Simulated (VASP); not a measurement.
Input of a VASP 6.6.1 run:

File INCAR:

```
SYSTEM = Al3GaN4
PREC     = Accurate       ! precision mode
ENCUT    = 520            ! plane-wave cutoff, eV
EDIFF    = 1E-6           ! SCF threshold, eV
ISMEAR   = 0              ! smearing method
SIGMA    = 0.05           ! smearing width, eV
LREAL    = .False.        ! projectors in reciprocal space
LASPH    = .True.         ! aspherical terms in the spheres
NELM     = 80             ! most SCF steps
ALGO     = Normal         ! electronic algorithm
ISIF     = 2              ! what is computed and relaxed
LWAVE    = .False.        ! write WAVECAR
LCHARG   = .False.        ! write CHGCAR
GGA      = PS             ! functional
NBANDS   = 31             ! bands
```

Contents of KPOINTS:

```
Automatic mesh
0
Gamma
  6 6 6
  0 0 0
```

The input POSCAR:

```
Al3GaN4
1.0
    4.1583178603      0.0000000000      0.0000000000
    0.0000000000      4.1583178603      0.0000000000
    0.0000000000      0.0000000000      4.1583178603
Al Ga N
3 1 4
Direct
    0.5000000000      0.5000000000      0.0000000000
    0.5000000000      0.0000000000      0.5000000000
    0.0000000000      0.5000000000      0.5000000000
    0.0000000000      0.0000000000      0.0000000000
    0.7447140287      0.7447140287      0.2552859713
    0.7447140287      0.2552859713      0.7447140287
    0.2552859713      0.7447140287      0.7447140287
    0.2552859713      0.2552859713      0.2552859713
```

Potentials or basis: VASP PAW PBE potentials, release 64 (Al, Ga_d, N).

Launch:

```bash
$ cat potpaw_PBE.64/Al/POTCAR potpaw_PBE.64/Ga_d/POTCAR potpaw_PBE.64/N/POTCAR > POTCAR
$ mpirun -np 1 vasp_std > vasp.out
```

Q: Estimate the largest force.

A: 0.064 eV/Å.

Q: Estimate the band gap on the k mesh.

A: 3.42 eV (least direct gap 3.44 eV).

Q: Predict the pressure.

A: 48.9 GPa.

Forces in eV/Å, atoms in the order of the input:
```
Al   0.000  0.000  0.000
Al   0.000  0.000  0.000
Al   0.000  0.000  0.000
Ga   0.000  0.000  0.000
N   -0.037 -0.037  0.037
N   -0.037  0.037 -0.037
N    0.037 -0.037 -0.037
N    0.037  0.037  0.037
```

Caveat: the cell stands under pressure; the PAW data sets were made with another functional, which shifts forces and pressure a little. A k mesh can miss the band edges.
